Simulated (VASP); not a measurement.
Write the native input for VASP 6.6.1 that does the following.

```
Task                   : single point
Functional             : PBE
Potentials or basis    : VASP PAW PBE potentials, release 64 (Si, B, C)
Cutoff                 : 520 eV
k mesh                 : 12 × 12 × 6
Occupations            : gaussian, width 0.1 eV
Spin                   : no spin polarisation
Dipole correction      : no
Further INCAR settings : ALGO = Normal; EDIFF = 1e-07; NBANDS = 19
```

The structure of SiB4C lies in POSCAR:

```
SiB4C
1.0
    2.9626501621      0.0000000000      0.0000000000
   -1.4813250810      2.5657303029      0.0000000000
    0.0000000000      0.0000000000      6.3215813916
Si B C
1 4 1
Direct
    0.0000000000      0.0000000000      0.5000000000
    0.3333333333      0.6666666667      0.7596390110
    0.3333333333      0.6666666667      0.2403609890
    0.6666666667      0.3333333333      0.7596390110
    0.6666666667      0.3333333333      0.2403609890
    0.0000000000      0.0000000000      0.0000000000
```

The cell was built from a structure type or drawn by symmetry, and may not be a known phase.

One way to write it, as run:

INCAR

```
SYSTEM = SiB4C
ALGO = Normal
EDIFF = 1E-7
ENCUT = 520
GGA = PE
ISIF = 2
ISMEAR = 0
LASPH = .True.
LCHARG = .False.
LREAL = .False.
LWAVE = .False.
NBANDS = 19
NELM = 60
PREC = Accurate
SIGMA = 0.1
```

KPOINTS

```
k-points
0
Gamma
  12 12 6
  0 0 0
```

Potentials or basis: VASP PAW PBE potentials, release 64 (Si, B, C).

Launch:

```bash
$ cat potpaw_PBE.64/Si/POTCAR potpaw_PBE.64/B/POTCAR potpaw_PBE.64/C/POTCAR > POTCAR
$ mpirun -np 1 vasp_std > vasp.out
```

Results of the run:

* Pressure: 0.0 GPa
* Band gap on the k mesh: zero (bands 10 and 11 overlap by 3.77 eV)

It took 44 s on 1 thread of Intel(R) Xeon(R) Platinum 8259CL CPU @ 2.50GHz (Skylake/Cascade Lake), with other jobs on the host, peak memory 0.2 GiB.
